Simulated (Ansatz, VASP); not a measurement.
**W2Br3 in VASP and in Ansatz**

```
W Br
1.0
     3.99403    0.00000    0.00000
     0.00000    3.99403    0.00000
     0.00000    0.00000    8.46716
W Br
2 3
Direct
  0.00000 0.00000 0.65464
  0.50000 0.50000 0.53726
  0.50000 0.00000 0.86288
  0.00000 0.50000 0.86288
  0.00000 0.00000 0.35233
```

Change from the starting cell: species swapped into the Cu3Te2 type (P4mm, No. 99).

Alike in both runs: functional PBE; k mesh 10 × 10 × 6; occupations gaussian, width 0.1 eV; collinear spin.

Ansatz relaxed the structure, and its values are those at the end. VASP's run is a single point on that final structure, the one shown.

|  | VASP | Ansatz |
| --- | --- | --- |
| version | VASP 6.6.1 | Ansatz 0.2.0 |
| potentials or method | VASP PAW PBE potentials, release 64 (W_sv, Br), cutoff 520 eV | scalar-relativistic, plane waves, PAW |
| valence electrons in the cell | 49 | 49 |

Ansatz gave:

| Item | Value |
| --- | --- |
| gap on the k mesh at the Fermi level (eV) | none |
| pressure (GPa) | 0.0 |
| rms of the force components (eV/Å) | 0.003 |
| net moment per atom (μB) | 0.35 |
| size of the moment on the site where the two differ most (μB) | 0.26 |

Q: Which values does VASP return?

A: gap on the k mesh at the Fermi level (eV): none; pressure (GPa): 0.1; rms of the force components (eV/Å): 0.009; net moment per atom (μB): 0.35; size of the moment on the site where the two differ most (μB): 0.32.

Site moments also hang on the region over which each program counts them. A gap of «none» marks a metal or a gap that the smearing closes.

Neither program's run includes spin-orbit coupling.
